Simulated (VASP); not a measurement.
Wanted: the native input for a VASP 6.6.1 run.

```
Task                               : single point
Functional                         : PBE-based screened hybrid
Potentials or basis                : VASP PAW PBE potentials, release 64 (N, C, H)
Cutoff                             : 520 eV
k mesh                             : 4 × 4 × 4
Occupations                        : fermi-dirac, width 0.05 eV
Spin                               : no spin polarisation
Dipole correction                  : no
Grid for exact exchange (PRECFOCK) : Normal
Share of exact exchange            : 0.25
Further INCAR settings             : ALGO = Normal; EDIFF = 1e-07; NBANDS = 12
Screening parameter                : 0.2 1/Å
```

Crystal: HCN.

```
CELL_PARAMETERS angstrom
-2.31606 2.31606 2.15990
2.31606 -2.31606 2.15990
2.31606 2.31606 -2.15990
ATOMIC_POSITIONS crystal
N 0.27193 0.27193 0.00000
C 0.00367 0.00367 0.00000
H 0.75210 0.75210 0.00000
```

The input as run:

POSCAR

```
HCN
1.0
   -2.3160580000      2.3160580000      2.1599010000
    2.3160580000     -2.3160580000      2.1599010000
    2.3160580000      2.3160580000     -2.1599010000
N C H
1 1 1
Direct
    0.2719290000      0.2719290000      0.0000000000
    0.0036740000      0.0036740000      0.0000000000
    0.7520970000      0.7520970000      0.0000000000
```

INCAR.step1

```
SYSTEM = HCN
  PREC = Accurate
  ENCUT = 520
  EDIFF = 1E-5
  ISMEAR = -1
  SIGMA = 0.05
  LREAL = .FALSE.
  LASPH = .TRUE.
  NELM = 100
  ALGO = Normal
  ISIF = 2
  LWAVE = .TRUE.
  LCHARG = .FALSE.
  NBANDS = 12
  GGA = PE
```

INCAR.step2

```
SYSTEM = HCN
  PREC = Accurate
  ENCUT = 520
  EDIFF = 1E-7
  ISMEAR = -1
  SIGMA = 0.05
  LREAL = .FALSE.
  LASPH = .TRUE.
  NELM = 100
  ALGO = Normal
  ISIF = 2
  LWAVE = .FALSE.
  LCHARG = .FALSE.
  GGA = PE
  LHFCALC = .TRUE.
  AEXX = 0.25
  HFSCREEN = 0.2
  PRECFOCK = Normal
  NBANDS = 12
  ISTART = 1
```

KPOINTS

```
regular mesh
0
G
  4 4 4
  0 0 0
```

Potentials or basis: VASP PAW PBE potentials, release 64 (N, C, H).

Command:

```sh
$ cat potpaw_PBE.64/N/POTCAR potpaw_PBE.64/C/POTCAR potpaw_PBE.64/H/POTCAR > POTCAR
$ cp INCAR.step1 INCAR
$ mpirun -np 1 vasp_std > vasp.out
$ cp INCAR.step2 INCAR
$ mpirun -np 1 vasp_std > vasp.out
```

It gave:

```
Pressure               : -1.8 GPa
Largest force          : 1.190 eV/Å
Band gap on the k mesh : 8.36 eV, indirect (least direct gap 8.75 eV)
```

Caveat: the k points lie up to 0.50 Å⁻¹ apart; the PAW data sets were made with another functional, which shifts forces and pressure a little.

It took 5.3 min on 1 thread of Oxide Virtual Turin-like Processor (shared host), peak memory 0.24 GiB.
